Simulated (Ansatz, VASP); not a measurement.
# CuB5 in VASP and in Ansatz

```
CELL_PARAMETERS angstrom
3.02685 0.00000 0.00000
-1.51343 2.62133 0.00000
0.00000 0.00000 5.27422
ATOMIC_POSITIONS crystal
Cu 0.00000 0.00000 0.50000
B 0.50000 0.00000 0.00000
B 0.00000 0.50000 0.00000
B 0.50000 0.50000 0.00000
B 0.00000 0.00000 0.84672
B 0.00000 0.00000 0.15328
```

Alike in both runs: task single point; functional PBE; k mesh 6 × 6 × 4; occupations gaussian, width 0.1 eV; no spin polarisation.

|  | VASP | Ansatz |
| --- | --- | --- |
| version | VASP 6.6.1 | Ansatz 0.2.0 |
| potentials or method | VASP PAW PBE potentials, release 64 (Cu, B), cutoff 520 eV | scalar-relativistic, plane waves, PAW |
| valence electrons in the cell | 26 | 34 |

|  | VASP | Ansatz | Ansatz less VASP |
| --- | --- | --- | --- |
| gap on the k mesh at the Fermi level (eV) | none | none | - |
| rms of the force components (eV/Å) | 1.614 | 1.614 | +0.0001 |

Atom by atom the forces differ by 0.000 eV/Å (rms over components). A gap of «none» marks a metal or a gap that the smearing closes. VASP's potentials hold 26 valence electrons a cell and Ansatz's 34, so a difference there can come from the potentials and not from the codes.

The k mesh is coarse, so the values compare programs but aren't converged.
